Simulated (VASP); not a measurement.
Zn2Si2N:

```
Zn Si N
1.0
     4.23727    0.00000    0.00000
     0.00000    4.23727    0.00000
     0.00000    0.00000    4.13418
Zn Si N
2 2 1
Direct
  0.00000 0.00000 0.50000
  0.00000 0.00000 0.00000
  0.50000 0.00000 0.50000
  0.00000 0.50000 0.50000
  0.50000 0.50000 0.50000
```

- Program: VASP 6.6.1
- Task: relaxation of cell and atoms
- Functional: PBE
- Potentials or basis: VASP PAW PBE potentials, release 64 (Zn, Si, N)
- Cutoff: 600 eV
- k mesh: 4 × 4 × 4
- Occupations: gaussian, width 0.1 eV
- Spin: no spin polarisation

At the start: pressure 24.7 GPa; volume 14.85 Å³/atom.

Where does the relaxation end?

Over 11 steps the energy falls by 264.1 meV/atom and the volume is 19.48 Å³/atom (+31.2 %); space group P4/mmm (No. 123, to 0.05 Å).

Step by step:
| step | energy change (eV) | largest force (eV/Å) | pressure (GPa) | volume (Å³) |
| --- | --- | --- | --- | --- |
| 1 | 0.0000 | 0.0000 | 24.69 | 74.23 |
| 2 | -1.1330 | 0.0000 | -5.01 | 101.55 |
| 3 | -1.2494 | 0.0000 | -0.37 | 93.16 |
| 4 | -1.2498 | 0.0000 | -0.77 | 93.77 |
| 5 | -1.3042 | 0.0000 | 0.63 | 93.49 |
| 6 | -1.3049 | 0.0000 | 0.96 | 93.44 |
| 7 | -1.3115 | 0.0000 | 0.22 | 94.90 |
| 8 | -1.3134 | 0.0000 | -0.44 | 96.33 |
| 9 | -1.3168 | 0.0000 | -0.41 | 96.95 |
| 10 | -1.3195 | 0.0000 | -0.45 | 98.00 |
| 11 | -1.3205 | 0.0000 | 0.02 | 97.38 |

Final structure:
```yaml
crystal:
  lattice:
    - [4.46537, 0.00000, 0.00000]
    - [0.00000, 4.46537, 0.00000]
    - [0.00000, 0.00000, 4.88383]
  atoms:
    - { symbol: Zn, position: [0.00000, 0.00000, 0.50000] }
    - { symbol: Zn, position: [0.00000, 0.00000, 0.00000] }
    - { symbol: Si, position: [0.50000, 0.00000, 0.50000] }
    - { symbol: Si, position: [0.00000, 0.50000, 0.50000] }
    - { symbol: N, position: [0.50000, 0.50000, 0.50000] }
```

Caveat: the k points lie up to 0.35 Å⁻¹ apart in the final cell; the volume moved by over 15 % at a fixed basis, so the end points are rough.
